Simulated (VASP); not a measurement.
Here is a VASP 6.6.1 calculation.

The input INCAR:

```
PREC = Accurate
ENCUT = 600
EDIFF = 1E-6
ISMEAR = 0
SIGMA = 0.01
LREAL = False
LASPH = True
NELM = 120
ALGO = Normal
ISIF = 2
LWAVE = False
LCHARG = False
GGA = PE
NBANDS = 16
GGA_COMPAT = False
```

File KPOINTS:

```
regular mesh
0
Gamma
  12 12 12
```

POSCAR

```
CuCl
1.0
    1.9178607656      1.1072774293      3.1314999068
   -1.9178607656      1.1072774293      3.1314999068
    0.0000000000     -2.2145548585      3.1314999068
Cu Cl
1 1
Direct
    0.0085299893      0.0085299893      0.0085299893
    0.7584686807      0.7584686807      0.7584686807
```

Potentials or basis: VASP PAW PBE potentials, release 64 (Cu, Cl).

Run with:

```bash
$ cat potpaw_PBE.64/Cu/POTCAR potpaw_PBE.64/Cl/POTCAR > POTCAR
$ mpirun -np 1 vasp_std > vasp.out
```

Task: Predict the pressure.

Result: 0.1 GPa.

Task: What does it give for the band gap on the k mesh?

Result: 0.53 eV, direct.

A k mesh can miss the band edges. PBE gaps usually lie below the measured ones, often by a third to a half.
